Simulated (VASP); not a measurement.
# Al (a cell with a defect) in VASP: single point with PBE

Aim: the single point of Al (a cell with a defect) with PBE.

All numbers are computed with VASP 6.6.1; they aren't measurements. Logs are shortened: lines on timing, memory, paths and dates and some standing lists are left out, and cuts for length are marked.

### 1 The cell of the first run

The cell holds a defect, 31 atoms: a = 8.100 Å, b = 8.100 Å, c = 8.100 Å, α = 90.00°, β = 90.00°, γ = 90.00°.

### 2 Single point, PBE

File INCAR:

```
ALGO = Normal ; EDIFF = 1E-6
ENCUT = 520 ; GGA = PE
ISIF = 2 ; ISMEAR = 0
LASPH = True ; LCHARG = False
LREAL = Auto ; LWAVE = False
NBANDS = 68 ; NELM = 60
PREC = Accurate ; SIGMA = 0.15
```

File KPOINTS:

```
k-points
0
Gamma
  3 3 3
```

File POSCAR:

```
Al
1.0
    8.1000000000      0.0000000000      0.0000000000
    0.0000000000      8.1000000000      0.0000000000
    0.0000000000      0.0000000000      8.1000000000
Al
31
Direct
    0.7435116049      0.2456548148     -0.0002945679
    0.7467485185     -0.0015356790      0.2451987654
    0.0071624691      0.0039845679     -0.0002941975
    0.3753395062      0.1248338272     -0.0002946914
    0.4961651852      0.4929877778     -0.0002934568
    0.7490575309      0.7510914815     -0.0002938272
    0.2441434568     -0.0063677778      0.2681192593
    0.5065179012      0.2560082716      0.2681301235
    0.7514262963      0.5009113580      0.2503675309
    0.5029582716     -0.0028092593      0.4997065432
    0.7591140741      0.2507811111      0.4997054321
    0.7467504938     -0.0015356790      0.7542124691
    0.0015992593      0.4985518519     -0.0002954321
    0.2544937037      0.7566372840     -0.0002943210
    0.0039069136      0.2511807407      0.2452025926
    0.2489674074      0.4962429630      0.2452058025
    0.5016835802      0.7533988889      0.2451975309
   -0.0084525926     -0.0011216049      0.4997045679
    0.2476955556      0.2524527160      0.4997051852
    0.5012724691      0.5086081481      0.4997059259
    0.7504303704      0.7497193827      0.4997054321
    0.2441440741     -0.0063670370      0.7312923457
    0.5065195062      0.2560070370      0.7312820988
    0.7514272840      0.5009109877      0.7490439506
   -0.0007628395      0.7487239506      0.2503690123
    0.0002309877      0.4999193827      0.4997062963
    0.2493666667      0.7410420988      0.4997061728
    0.0039070370      0.2511814815      0.7542076543
    0.2489687654      0.4962425926      0.7542055556
    0.5016837037      0.7534000000      0.7542150617
   -0.0007609877      0.7487229630      0.7490418519
```

Potentials or basis: VASP PAW PBE potentials, release 64 (Al).

Launch:

```
$ cat potpaw_PBE.64/Al/POTCAR > POTCAR
$ mpirun -np 1 vasp_std > vasp.out
```

OUTCAR:

```text
EDIFF = 1E-6
   ENCUT = 520
   GGA = PE
   ISIF = 2
   ISMEAR = 0
   LASPH = True
   LREAL = Auto
   NELM = 60
   PREC = Accurate

 ion  position               nearest neighbor table
   1  0.744  0.246  1.000-  12 2.82   2 2.82   5 2.83   3 2.90  24 2.90   9 2.90  15 2.90  28 2.90
                            23 2.90   8 2.90  13 2.93   4 3.14
   2  0.747  0.998  0.245-  17 2.81   1 2.82   6 2.82  10 2.85   8 2.86  18 2.86  25 2.88  21 2.88
                             3 2.90  11 2.90  15 2.92
   3  0.007  0.004  1.000-  15 2.82  28 2.82  14 2.83   1 2.90  25 2.90  31 2.90  12 2.90   2 2.90
                             7 2.90  22 2.90   6 2.93   4 3.14
   4  0.375  0.125  1.000-  23 2.64   8 2.64  22 2.64   7 2.64   5 3.14   1 3.14   3 3.14  14 3.14
[... 41 lines left out ...]
  25  0.999  0.749  0.250-   7 2.81   9 2.84  26 2.85  21 2.85  27 2.86  18 2.86  13 2.87   6 2.87
                            16 2.88   2 2.88  14 2.90   3 2.90
  26  0.000  0.500  0.500-  11 2.81  27 2.81  19 2.83  31 2.85  24 2.85  25 2.85   9 2.85  21 2.86
                            16 2.88  29 2.88  28 2.88  15 2.88
  27  0.249  0.741  0.500-   7 2.78  22 2.78  20 2.78  26 2.81  29 2.86  16 2.86  31 2.86  25 2.86
                            17 2.90  30 2.90  10 2.92  18 2.95
  28  0.004  0.251  0.754-  29 2.81   3 2.82  13 2.82  19 2.85  22 2.86  11 2.86  24 2.88  26 2.88
                             1 2.90  18 2.90  12 2.92
  29  0.249  0.496  0.754-  28 2.81   5 2.82  13 2.82  19 2.85  23 2.86  27 2.86  31 2.88  26 2.88
                            14 2.90  20 2.90  30 2.92
  30  0.502  0.753  0.754-  12 2.81  14 2.82   6 2.82  10 2.85  22 2.86  20 2.86  24 2.88  21 2.88
                             5 2.90  27 2.90  29 2.92
  31  0.999  0.749  0.749-  22 2.81  24 2.84  26 2.85  21 2.85  27 2.86  18 2.86  13 2.87   6 2.87
                            29 2.88  12 2.88  14 2.90   3 2.90

  LATTYP: Found a simple cubic cell.
 ALAT       =     8.1000000000

  Lattice vectors:

 A1 = (   8.1000000000,   0.0000000000,   0.0000000000)
 A2 = (   0.0000000000,   8.1000000000,   0.0000000000)
 A3 = (   0.0000000000,   0.0000000000,   8.1000000000)

Analysis of symmetry for initial positions (statically):
=====================================================================
 Subroutine PRICEL returns:
 Original cell was already a primitive cell.

 Routine SETGRP: Setting up the symmetry group for a
 simple cubic supercell.

 Subroutine GETGRP returns: Found  2 space group operations
 (whereof  1 operations were pure point group operations)
 out of a pool of 48 trial point group operations.

The static configuration has the point symmetry C_1 .
 The point group associated with its full space group is C_1h.

Analysis of symmetry for dynamics (positions and initial velocities):
=====================================================================
 Subroutine PRICEL returns:
 Original cell was already a primitive cell.

 Routine SETGRP: Setting up the symmetry group for a
 simple cubic supercell.

 Subroutine GETGRP returns: Found  2 space group operations
 (whereof  1 operations were pure point group operations)
 out of a pool of 48 trial point group operations.

The dynamic configuration has the point symmetry C_1 .
 The point group associated with its full space group is C_1h.

 Subroutine INISYM returns: Found  2 space group operations
 (whereof  1 operations are pure point group operations),
 and found     1 'primitive' translations

----------------------------------------------------------------------------------------

                                     Primitive cell

  volume of cell :     531.4410

  direct lattice vectors                    reciprocal lattice vectors
     8.100000000  0.000000000  0.000000000     0.123456790  0.000000000  0.000000000
     0.000000000  8.100000000  0.000000000     0.000000000  0.123456790  0.000000000
     0.000000000  0.000000000  8.100000000     0.000000000  0.000000000  0.123456790

  length of vectors
     8.100000000  8.100000000  8.100000000     0.123456790  0.123456790  0.123456790

  position of ions in fractional coordinates (direct lattice)
     0.743511605  0.245654815  0.999705432
     0.746748518  0.998464321  0.245198765
     0.007162469  0.003984568  0.999705803
     0.375339506  0.124833827  0.999705309
     0.496165185  0.492987778  0.999706543
     0.749057531  0.751091481  0.999706173
[... 23 lines left out ...]
     0.501683704  0.753400000  0.754215062
     0.999239012  0.748722963  0.749041852

  ion indices of the primitive-cell ions
   primitive index   ion index
                 1           1
                 2           2
                 3           3
                 4           4
                 5           5
                 6           6
[... 23 lines left out ...]
                30          30
                31          31

----------------------------------------------------------------------------------------

 KPOINTS: k-points

Automatic generation of k-mesh.
 Grid dimensions read from file:
 generate k-points for:    3    3    3

 Generating k-lattice:

  Cartesian coordinates                     Fractional coordinates (reciprocal lattice)
     0.041152263  0.000000000  0.000000000     0.333333333  0.000000000  0.000000000
     0.000000000  0.041152263  0.000000000     0.000000000  0.333333333  0.000000000
     0.000000000  0.000000000  0.041152263     0.000000000  0.000000000  0.333333333

  Length of vectors
     0.041152263  0.041152263  0.041152263

  Shift w.r.t. Gamma in fractional coordinates (k-lattice)
     0.000000000  0.000000000  0.000000000

 Subroutine IBZKPT returns following result:
 ===========================================

 Found     10 irreducible k-points:

 Following reciprocal coordinates:
            Coordinates               Weight
  0.000000  0.000000  0.000000      1.000000
  0.333333  0.000000  0.000000      2.000000
  0.000000  0.333333  0.000000      2.000000
  0.000000  0.000000  0.333333      2.000000
  0.333333  0.333333  0.000000      2.000000
  0.000000  0.333333  0.333333      4.000000
  0.333333  0.000000  0.333333      4.000000
 -0.333333  0.333333  0.000000      2.000000
  0.333333  0.333333  0.333333      4.000000
 -0.333333  0.333333  0.333333      4.000000
   k-points           NKPTS =     10   k-points in BZ     NKDIM =     10   number of bands    NBANDS=     68
   number of dos      NEDOS =    301   number of ions     NIONS =     31
   total plane-waves  NPLWV = 216000
   dimension x,y,z NGX =    60 NGY =   60 NGZ =   60
   dimension x,y,z NGXF=   120 NGYF=  120 NGZF=  120
   ions per type =              31
   NGX,Y,Z   is equivalent  to a cutoff of  12.31, 12.31, 12.31 a.u.
   NGXF,Y,Z  is equivalent  to a cutoff of  24.63, 24.63, 24.63 a.u.
 SYSTEM =  unknown system
   PREC   = accura    normal or accurate (medium, high low for compatibility)
   ISTART =      0    job   : 0-new  1-cont  2-samecut
   ICHARG =      2    charge: 1-file 2-atom 10-const
   ISPIN  =      1    spin polarized calculation?
   LNONCOLLINEAR =      F non collinear calculations
   LSORBIT =      F    spin-orbit coupling
   LASPH  =      T    aspherical Exc in radial PAW
   ENCUT  =  520.0 eV  38.22 Ry    6.18 a.u.  15.06 15.06 15.06*2*pi/ulx,y,z
   NELM   =     60;   NELMIN=  2; NELMDL= -5     # of ELM steps
   EDIFF  = 0.1E-05   stopping-criterion for ELM
   LREAL  =      T    real-space projection
   EDIFFG = 0.1E-04   stopping-criterion for IOM
   NSW    =      0    number of steps for IOM
   IBRION =     -1    ionic relax: 0-MD 1-quasi-New 2-CG
   NFREE  =      0    steps in history (QN), initial steepest desc. (CG)
   ISIF   =      2    stress and relaxation
   ISYM   =      2    0-nonsym 1-usesym 2-fastsym
   POTIM  = 0.5000    time-step for ionic-motion
   TEBEG  =    0.0;   TEEND  =   0.0 temperature during run
   PSTRESS=    0.0 pullay stress
   NELECT =      93.0000    total number of electrons
   NUPDOWN=      -1.0000    fix difference up-down
   EMIN   =  10.00;   EMAX   =-10.00  energy-range for DOS
   EFERMI =   0.00;   METHOD = LEGACY
   ISMEAR =     0;   SIGMA  =   0.15  broadening in eV -4-tet -1-fermi 0-gaus
   EFERMI_NEDOS =   21; number of points for ismear=-14 and -15
   IALGO  =     38    algorithm
   IMIX   =      4    mixing-type and parameters
     AMIX     =   0.40;   BMIX     =  1.00
     AMIX_MAG =   1.60;   BMIX_MAG =  1.00
  volume/ion in A,a.u.               =      17.14       115.69
  Fermi-wavevector in a.u.,A,eV,Ry     =   0.915695  1.730412 11.408446  0.838497
  Thomas-Fermi vector in A             =   2.040466
   LORBIT       =      0    0 simple, 1 ext, 2 COOP (PROOUT), +10 PAW based schemes
   GGA     = PE    functional components
   LHFCALC =     F    Hartree Fock is set to
   AEXX    =    0.0000 exact exchange contribution
   IVDW    =     0    specifies the selected vdW correction
   LEPSILON=     F    determine dielectric tensor
   LRPA    =     F    only Hartree local field effects (RPA)
 non-spin polarized calculation
 Gauss-broadening in eV      SIGMA  =   0.15
  energy-cutoff  :      520.00
  volume of cell :      531.44
 maximum number of plane-waves:     14358
   NGX = 31   NGY = 31   NGZ = 31

 number of electron      93.0000000 magnetization

 Free energy of the ion-electron system (eV)
  ---------------------------------------------------
  ext. energy  EPLUGINS =         0.00000000
  ---------------------------------------------------
  free energy    TOTEN  =      -115.34146244 eV

  energy without entropy =     -115.20035360  energy(sigma->0) =     -115.27090802

 E-fermi :   7.4675     XC(G=0): -10.0340

 val. band max:        7.4642677621   @ k =   0.3333   0.3333   0.3333
 cond. band min:       7.4752242334   @ k =   0.0000   0.3333   0.0000
 fundamental gap:      0.0109564713
 Fermi energy:         7.4674819862

 k-point     1 :       0.0000    0.0000    0.0000
  band No.  band energies     occupation
      1      -3.3621      2.00000
      2      -1.2733      2.00000
      3      -1.2343      2.00000
      4      -1.1589      2.00000
      5      -1.1582      2.00000
      6      -0.9483      2.00000
[... 599 lines left out ...]
     57       9.2687      0.00000
     58       9.4917      0.00000
 [bands above 58 left out]

------------------------ aborting loop because EDIFF is reached ----------------------------------------

  FORCE on cell =-STRESS in cart. coord.  units (eV):
  Direction    XX          YY          ZZ          XY          YZ          ZX
  --------------------------------------------------------------------------------------
  -------------------------------------------------------------------------------------
  Total       -3.5831366     -3.5863846      0.2489580      0.4127595      0.0000000      0.0000000
  in kB      -10.8023661    -10.8121580      0.7505534      1.2443787      0.0000000      0.0000000
  external PRESSURE =      -6.9546569 kB  Pullay stress =       0.0000000 kB

 VOLUME and BASIS-vectors are now :
 -----------------------------------------------------------------------------
  energy-cutoff  :      520.00
  volume of cell :      531.44
      direct lattice vectors                 reciprocal lattice vectors
     8.100000000  0.000000000  0.000000000     0.123456790  0.000000000  0.000000000
     0.000000000  8.100000000  0.000000000     0.000000000  0.123456790  0.000000000
     0.000000000  0.000000000  8.100000000     0.000000000  0.000000000  0.123456790

 POSITION                                       TOTAL-FORCE (eV/Angst)
 -----------------------------------------------------------------------------------
      6.02244      1.98980      8.09761         0.003133      0.000163      0.000000
      6.04866      8.08756      1.98611        -0.001592      0.003606      0.000282
      0.05802      0.03227      8.09762        -0.003615     -0.000939      0.000000
      3.04025      1.01115      8.09761        -0.000672     -0.000267      0.000000
      4.01894      3.99320      8.09762         0.001205      0.002400      0.000000
      6.06737      6.08384      8.09762        -0.001034      0.002468      0.000000
[... 23 lines left out ...]
      4.06364      6.10254      6.10914        -0.004137      0.001317     -0.000758
      8.09384      6.06466      6.06724        -0.004632     -0.006211     -0.003206
 -----------------------------------------------------------------------------------
    total drift:                               -0.004759      0.004325     -0.000612

  FREE ENERGIE OF THE ION-ELECTRON SYSTEM (eV)
  ---------------------------------------------------
  free  energy   TOTEN  =      -115.3414624430 eV

  energy  without entropy=     -115.2003535975  energy(sigma->0) =     -115.27090802
```

Wall time 3.1 min (1 thread of Intel Xeon 6975P-C (Granite Rapids), shared host); peak memory 0.56 GiB.

What came out:

```
Free energy            : -115.3415 eV
Pressure               : -0.7 GPa
Largest force          : 0.008 eV/Å
Band gap on the k mesh : zero (an odd number of electrons rules out a gap without spin polarisation)
```

Forces on the atoms (eV/Å):
```
Al   0.003  0.000  0.000
Al  -0.002  0.004  0.000
Al  -0.004 -0.001  0.000
Al  -0.001  0.000  0.000
Al   0.001  0.002  0.000
Al  -0.001  0.002  0.000
Al   0.000  0.002  0.000
Al  -0.001 -0.001  0.000
Al   0.006  0.005  0.003
Al   0.003 -0.003  0.000
Al   0.003 -0.001  0.000
Al  -0.002  0.004  0.000
Al   0.001 -0.001  0.000
Al   0.000 -0.003  0.000
Al   0.000 -0.003  0.001
Al   0.002 -0.001  0.000
Al  -0.004  0.001  0.001
Al  -0.003  0.000  0.000
Al  -0.004  0.003  0.000
Al   0.001  0.004  0.000
Al   0.002 -0.001  0.000
Al   0.000  0.002  0.000
Al  -0.001 -0.001  0.000
Al   0.006  0.005 -0.003
Al  -0.005 -0.006  0.003
Al   0.003 -0.002  0.000
Al   0.001 -0.002  0.000
Al   0.000 -0.003 -0.001
Al   0.002 -0.001  0.000
Al  -0.004  0.001 -0.001
Al  -0.005 -0.006 -0.003
```
